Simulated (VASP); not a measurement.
# MgS (P6_3mc) in VASP: notebook

MgS is run at these levels: r2SCAN; tasks: single point.

All numbers are computed with VASP 6.6.1; they aren't measurements. Logs are shortened: lines on timing, memory, paths and dates and some standing lists are left out, and cuts for length are marked.

## (1) The cell of the first run

It takes space group P6_3mc (No. 186, hexagonal). The conventional cell has a = 3.952 Å, b = 3.952 Å, c = 6.301 Å, α = 90.00°, β = 90.00°, γ = 120.00°. Within 3.2 Å of S (site symmetry 3m) lie 4 Mg at 2.40 to 2.42 Å. Within 3.2 Å of Mg (site symmetry 3m) lie 4 S at 2.40 to 2.42 Å.

## (2) Single point, r2SCAN

The input, POSCAR:

```
MgS
1.0
    3.9522600636      0.0000000000      0.0000000000
   -1.9761300318      3.4227576175      0.0000000000
    0.0000000000      0.0000000000      6.3009860259
S Mg
2 2
Direct
    0.6666666667      0.3333333333      0.8792441500
    0.3333333333      0.6666666667      0.3792441500
    0.3333333333      0.6666666667      0.9957548500
    0.6666666667      0.3333333333      0.4957548500
```

The input, INCAR.step1:

```
PREC = Accurate ; ENCUT = 520
ISMEAR = -1 ; SIGMA = 0.05
LREAL = False ; LASPH = True
NELM = 100 ; NBANDS = 16
GGA = PE ; ALGO = Normal
EDIFF = 1E-4 ; LWAVE = True
LCHARG = False
```

The input, INCAR.step2:

```
PREC = Accurate ; ENCUT = 520
EDIFF = 1E-6 ; ISMEAR = -1
SIGMA = 0.05 ; LREAL = False
LASPH = True ; NELM = 100
ALGO = Normal ; ISIF = 2
LWAVE = False ; LCHARG = True
METAGGA = R2SCAN ; LMIXTAU = True
LELF = True ; LVHAR = True
NBANDS = 16 ; ISTART = 1
```

The input, KPOINTS:

```
Automatic mesh
0
Gamma
  8 8 4
```

Potentials or basis: VASP PAW PBE potentials, release 64 (S, Mg).

Run with:

```sh
$ cat potpaw_PBE.64/S/POTCAR potpaw_PBE.64/Mg/POTCAR > POTCAR
$ cp INCAR.step1 INCAR
$ mpirun -np 1 vasp_std > vasp.out
$ cp INCAR.step2 INCAR
$ mpirun -np 1 vasp_std > vasp.out
```

OUTCAR:

```text
PREC = Accurate
   ENCUT = 520
   EDIFF = 1E-6
   ISMEAR = -1
   LREAL = False
   LASPH = True
   NELM = 100
   ISIF = 2
   METAGGA = R2SCAN
   ISTART = 1

 ion  position               nearest neighbor table
   1  0.667  0.333  0.879-   3 2.40   3 2.40   3 2.40   4 2.42
   2  0.333  0.667  0.379-   4 2.40   4 2.40   4 2.40   3 2.42
   3  0.333  0.667  0.996-   1 2.40   1 2.40   1 2.40   2 2.42
   4  0.667  0.333  0.496-   2 2.40   2 2.40   2 2.40   1 2.42

  LATTYP: Found a hexagonal cell.
 ALAT       =     3.9522600636
 C/A-ratio  =     1.5942741430

  Lattice vectors:

 A1 = (   3.9522600636,   0.0000000000,   0.0000000000)
 A2 = (  -1.9761300318,   3.4227576175,   0.0000000000)
 A3 = (   0.0000000000,   0.0000000000,   6.3009860259)

Analysis of symmetry for initial positions (statically):
=====================================================================
 Subroutine PRICEL returns:
 Original cell was already a primitive cell.

 Routine SETGRP: Setting up the symmetry group for a
 hexagonal supercell.

 Subroutine GETGRP returns: Found 12 space group operations
 (whereof  6 operations were pure point group operations)
 out of a pool of 24 trial point group operations.

The static configuration has the point symmetry C_3v.
 The point group associated with its full space group is C_6v.

Analysis of symmetry for dynamics (positions and initial velocities):
=====================================================================
 Subroutine PRICEL returns:
 Original cell was already a primitive cell.

 Routine SETGRP: Setting up the symmetry group for a
 hexagonal supercell.

 Subroutine GETGRP returns: Found 12 space group operations
 (whereof  6 operations were pure point group operations)
 out of a pool of 24 trial point group operations.

The dynamic configuration has the point symmetry C_3v.
 The point group associated with its full space group is C_6v.

 Subroutine INISYM returns: Found 12 space group operations
 (whereof  6 operations are pure point group operations),
 and found     1 'primitive' translations

----------------------------------------------------------------------------------------

                                     Primitive cell

  volume of cell :      85.2374

  direct lattice vectors                    reciprocal lattice vectors
     3.952260064  0.000000000  0.000000000     0.253019787  0.146081042  0.000000000
[... 85 lines left out ...]
   LNONCOLLINEAR =      F non collinear calculations
   LSORBIT =      F    spin-orbit coupling
   LASPH  =      T    aspherical Exc in radial PAW
   ENCUT  =  520.0 eV  38.22 Ry    6.18 a.u.   7.35  7.35 11.72*2*pi/ulx,y,z
   NELM   =    100;   NELMIN=  2; NELMDL=  0     # of ELM steps
   EDIFF  = 0.1E-05   stopping-criterion for ELM
   LREAL  =      F    real-space projection
[... 7 lines left out ...]
   TEBEG  =    0.0;   TEEND  =   0.0 temperature during run
   PSTRESS=    0.0 pullay stress
   NELECT =      16.0000    total number of electrons
   NUPDOWN=      -1.0000    fix difference up-down
   EMIN   =  10.00;   EMAX   =-10.00  energy-range for DOS
   EFERMI =   0.00;   METHOD = LEGACY
   ISMEAR =    -1;   SIGMA  =   0.05  broadening in eV -4-tet -1-fermi 0-gaus
   EFERMI_NEDOS =   21; number of points for ismear=-14 and -15
   IALGO  =     38    algorithm
   IMIX   =      4    mixing-type and parameters
     AMIX     =   0.40;   BMIX     =  1.00
     AMIX_MAG =   1.60;   BMIX_MAG =  1.00
  volume/ion in A,a.u.               =      21.31       143.80
  Fermi-wavevector in a.u.,A,eV,Ry     =   0.937356  1.771347 11.954583  0.878637
  Thomas-Fermi vector in A             =   2.064459
   LORBIT       =      0    0 simple, 1 ext, 2 COOP (PROOUT), +10 PAW based schemes
   METAGGA = R2SCAN    functional components
   LHFCALC =     F    Hartree Fock is set to
   AEXX    =    0.0000 exact exchange contribution
   IVDW    =     0    specifies the selected vdW correction
   LEPSILON=     F    determine dielectric tensor
   LRPA    =     F    only Hartree local field effects (RPA)
 non-spin polarized calculation
  energy-cutoff  :      520.00
  volume of cell :       85.24
 maximum number of plane-waves:      2340
 NGX is ok and might be reduce to    30
   NGX = 15   NGY = 15   NGZ = 23

 number of electron      15.9999998 magnetization

 Free energy of the ion-electron system (eV)
  ---------------------------------------------------
  ext. energy  EPLUGINS =         0.00000000
  ---------------------------------------------------
  free energy    TOTEN  =       -30.87594287 eV

  energy without entropy =      -30.87594287  energy(sigma->0) =      -30.87594287

 E-fermi :   2.3049     XC(G=0):  -9.0226

 val. band max:        1.3161240806   @ k =   0.0000   0.0000   0.0000
 cond. band min:       5.7539080282   @ k =   0.0000   0.0000   0.0000
 fundamental gap:      4.4377839476
 Fermi energy:         2.3048923444

 k-point     1 :       0.0000    0.0000    0.0000
  band No.  band energies     occupation
      1     -10.8026      2.00000
      2      -9.9507      2.00000
      3      -2.1669      2.00000
      4       0.6821      2.00000
      5       0.6821      2.00000
      6       1.1355      2.00000
[... 433 lines left out ...]
      3      -1.7727      2.00000
      4      -1.7727      2.00000
      5       0.3765      2.00000
      6       0.3765      2.00000
[... 8 lines left out ...]
     15      11.5802      0.00000
     16      11.5802      0.00000

 [... further k-points ...]

------------------------ aborting loop because EDIFF is reached ----------------------------------------

  FORCE on cell =-STRESS in cart. coord.  units (eV):
  Direction    XX          YY          ZZ          XY          YZ          ZX
  --------------------------------------------------------------------------------------
  -------------------------------------------------------------------------------------
  Total        2.1697972      2.1697972      1.9305137      0.0000000      0.0000000      0.0000000
  in kB       40.7849145     40.7849145     36.2871866      0.0000000      0.0000000      0.0000000
  external PRESSURE =      39.2856718 kB  Pullay stress =       0.0000000 kB

 VOLUME and BASIS-vectors are now :
 -----------------------------------------------------------------------------
  energy-cutoff  :      520.00
  volume of cell :       85.24
      direct lattice vectors                 reciprocal lattice vectors
     3.952260064  0.000000000  0.000000000     0.253019787  0.146081042  0.000000000
    -1.976130032  3.422757617  0.000000000     0.000000000  0.292162084  0.000000000
     0.000000000  0.000000000  6.300986026     0.000000000  0.000000000  0.158705319

 POSITION                                       TOTAL-FORCE (eV/Angst)
 -----------------------------------------------------------------------------------
      1.97613      1.14092      5.54011        -0.000000     -0.000000     -0.050402
     -0.00000      2.28184      2.38961        -0.000000      0.000000     -0.050402
     -0.00000      2.28184      6.27424         0.000000      0.000000      0.050402
      1.97613      1.14092      3.12374        -0.000000      0.000000      0.050402
 -----------------------------------------------------------------------------------
    total drift:                                0.000000      0.000000      0.012806

  FREE ENERGIE OF THE ION-ELECTRON SYSTEM (eV)
  ---------------------------------------------------
  free  energy   TOTEN  =       -30.8759428718 eV

  energy  without entropy=      -30.8759428717  energy(sigma->0) =      -30.87594287
```

Run time: 4.3 min. Hardware: 1 thread of Intel Xeon 8259CL, shared host; peak memory 0.23 GiB.

Results:

```yaml
Free_energy: -30.8759 eV
Pressure: 3.9 GPa
Largest_force: 0.050 eV/Å
Band_gap_on_the_k_mesh: 4.44 eV
```

Forces in eV/Å, atoms in the order of the input:
```
S    0.000  0.000 -0.050
S    0.000  0.000 -0.050
Mg   0.000  0.000  0.050
Mg   0.000  0.000  0.050
```

Caveat: the cell stands under pressure; the PAW data sets were made with another functional, which shifts forces and pressure a little.

## (3) Single point, r2SCAN

This run uses another cell than the first one, of 21.76 Å³/atom.

The input, POSCAR:

```
MgS
1.0
    3.9800937980      0.0000000000      0.0000000000
   -1.9900468990      3.4468623386      0.0000000000
    0.0000000000      0.0000000000      6.3453606289
S Mg
2 2
Direct
    0.6666666667      0.3333333333      0.8792441500
    0.3333333333      0.6666666667      0.3792441500
    0.3333333333      0.6666666667      0.9957548500
    0.6666666667      0.3333333333      0.4957548500
```

The input, INCAR.step1:

```
PREC = Accurate
ENCUT = 520
ISMEAR = -1
SIGMA = 0.05
LREAL = False
LASPH = True
NELM = 60
NBANDS = 16
GGA = PE
ALGO = Normal
EDIFF = 1E-4
LWAVE = True
LCHARG = False
```

The input, INCAR.step2:

```
PREC = Accurate
ENCUT = 520
EDIFF = 1E-6
ISMEAR = -1
SIGMA = 0.05
LREAL = False
LASPH = True
NELM = 60
ALGO = Normal
ISIF = 2
LWAVE = False
LCHARG = False
METAGGA = R2SCAN
LMIXTAU = True
NBANDS = 16
ISTART = 1
```

KPOINTS is that of step 2.

Potentials or basis: VASP PAW PBE potentials, release 64 (S, Mg).

Run with:

```sh
$ cat potpaw_PBE.64/S/POTCAR potpaw_PBE.64/Mg/POTCAR > POTCAR
$ cp INCAR.step1 INCAR
$ mpirun -np 1 vasp_std > vasp.out
$ cp INCAR.step2 INCAR
$ mpirun -np 1 vasp_std > vasp.out
```

Run time: 4.2 min. Hardware: 1 thread of Intel Xeon 8259CL, shared host; peak memory 0.22 GiB.

It converged, with:

- Free energy: -30.9118 eV
- Pressure: 2.4 GPa
- Largest force: 0.053 eV/Å
- Band gap on the k mesh: 4.32 eV

Forces on the atoms (eV/Å):
```
S    0.000  0.000 -0.053
S    0.000  0.000 -0.053
Mg   0.000  0.000  0.053
Mg   0.000  0.000  0.053
```

Stress tensor (GPa, compression positive):
```
2.50 0.00 0.00
0.00 2.50 0.00
0.00 0.00 2.16
```

Levels at points of the mesh, in eV from the valence-band top:
```csv
k point,band 5,band 6,band 7,band 8,band 9,band 10,band 11,band 12
"(0.00, 0.00, 0.00)",-0.62,-0.18,-0.18,0.00,4.32,5.48,8.15,8.15
"(0.50, 0.00, 0.00)",-1.99,-1.34,-0.99,-0.50,5.26,5.71,6.58,8.10
"(0.00, 0.00, 0.50)",-0.41,-0.41,-0.41,-0.41,5.77,5.77,8.28,8.28
"(0.50, 0.00, 0.50)",-0.96,-0.96,-0.86,-0.86,5.20,5.20,6.96,6.96
```

Caveat: the PAW data sets were made with another functional, which shifts forces and pressure a little.

## (4) Single point, r2SCAN

This run uses another cell than the first one, of 22.22 Å³/atom.

The input, POSCAR:

```
MgS
1.0
    4.0075435882      0.0000000000      0.0000000000
   -2.0037717941      3.4706345542      0.0000000000
    0.0000000000      0.0000000000      6.3891231196
S Mg
2 2
Direct
    0.6666666667      0.3333333333      0.8792441500
    0.3333333333      0.6666666667      0.3792441500
    0.3333333333      0.6666666667      0.9957548500
    0.6666666667      0.3333333333      0.4957548500
```

The input, INCAR.step1:

```
ALGO = Normal
EDIFF = 1E-4
ENCUT = 520
GGA = PE
ISMEAR = -1
LASPH = T
LCHARG = F
LREAL = F
LWAVE = T
NBANDS = 16
NELM = 80
PREC = Accurate
SIGMA = 0.05
```

The input, INCAR.step2:

```
ALGO = Normal
EDIFF = 1E-7
ENCUT = 520
ISIF = 2
ISMEAR = -1
ISTART = 1
LASPH = T
LCHARG = F
LMIXTAU = T
LREAL = F
LWAVE = F
METAGGA = R2SCAN
NBANDS = 16
NELM = 80
PREC = Accurate
SIGMA = 0.05
```

The input, KPOINTS:

```
k-points
0
Gamma
  8 8 4
```

Run with:

```sh
$ cat potpaw_PBE.64/S/POTCAR potpaw_PBE.64/Mg/POTCAR > POTCAR
$ cp INCAR.step1 INCAR
$ mpirun -np 1 vasp_std > vasp.out
$ cp INCAR.step2 INCAR
$ mpirun -np 1 vasp_std > vasp.out
```

Run time: 4.6 min. Hardware: 1 thread of Intel Xeon 8259CL, shared host; peak memory 0.23 GiB.

Results (log left out):

- Free energy: -30.9310 eV
- Pressure: 1.0 GPa
- Largest force: 0.055 eV/Å
- Band gap on the k mesh: 4.21 eV

Forces in eV/Å, atoms in the order of the input:
```
S    0.000  0.000 -0.055
S    0.000  0.000 -0.055
Mg   0.000  0.000  0.055
Mg   0.000  0.000  0.055
```

Stress tensor (GPa, compression positive):
```
1.07 0.00 0.00
0.00 1.07 0.00
0.00 0.00 0.83
```

Levels at points of the mesh, in eV from the valence-band top:
| k point | band 4 | band 5 | band 6 | band 7 | band 8 | band 9 | band 10 | band 11 | band 12 | band 13 |
| --- | --- | --- | --- | --- | --- | --- | --- | --- | --- | --- |
| (0.00, 0.00, 0.00) | -0.61 | -0.61 | -0.17 | -0.17 | 0.00 | 4.21 | 5.41 | 8.12 | 8.12 | 8.90 |
| (0.50, 0.00, 0.00) | -2.50 | -1.94 | -1.30 | -0.96 | -0.50 | 5.25 | 5.70 | 6.50 | 8.08 | 9.07 |
| (0.00, 0.00, 0.50) | -1.94 | -0.40 | -0.40 | -0.40 | -0.40 | 5.67 | 5.67 | 8.25 | 8.25 | 8.25 |
| (0.50, 0.00, 0.50) | -3.20 | -0.94 | -0.94 | -0.84 | -0.84 | 5.18 | 5.18 | 6.93 | 6.93 | 9.94 |

Caveat: the PAW data sets were made with another functional, which shifts forces and pressure a little.

(Continued in part 2 of 2.)
